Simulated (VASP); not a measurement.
Here is a VASP 6.6.1 calculation.

The input INCAR:

```
  PREC = Accurate
  ENCUT = 520
  EDIFF = 1E-6
  ISMEAR = 0
  SIGMA = 0.02
  LREAL = False
  LASPH = True
  NELM = 100
  ALGO = Normal
  ISIF = 2
  LWAVE = False
  LCHARG = False
  GGA = PE
  NBANDS = 59
```

Contents of KPOINTS:

```
regular mesh
0
Gamma
  8 8 4
```

POSCAR

```
HfTi3O8
1.0
    3.8583085697      0.0000000000      0.0000000000
    0.0000000000      3.8583085697      0.0000000000
    0.0000000000      0.0000000000      9.9374758575
Hf Ti O
1 3 8
Direct
    0.5000000000      0.5000000000      0.5000000000
    0.0000000000      0.0000000000      0.0000000000
    0.0000000000      0.5000000000      0.2376632009
    0.5000000000      0.0000000000      0.7623367991
    0.0000000000      0.0000000000      0.1993983023
    0.5000000000      0.5000000000      0.7200128234
    0.0000000000      0.5000000000      0.4399686341
    0.5000000000      0.0000000000      0.9608796563
    0.0000000000      0.5000000000      0.0391203437
    0.5000000000      0.0000000000      0.5600313659
    0.0000000000      0.0000000000      0.8006016977
    0.5000000000      0.5000000000      0.2799871766
```

Potentials or basis: VASP PAW PBE potentials, release 64 (Hf_pv, Ti_sv, O).

Command:

```console
$ cat potpaw_PBE.64/Hf_pv/POTCAR potpaw_PBE.64/Ti_sv/POTCAR potpaw_PBE.64/O/POTCAR > POTCAR
$ mpirun -np 1 vasp_std > vasp.out
```

(1) What does it give for the largest force?

(2) What does it give for the band gap on the k mesh?

(3) What does it give for the pressure?

Results:

(1) 0.140 eV/Å.

(2) 2.08 eV, indirect (least direct gap 2.20 eV).

(3) -0.2 GPa.

Caveat: spin-orbit coupling is left out, which moves the levels of the heavy elements.
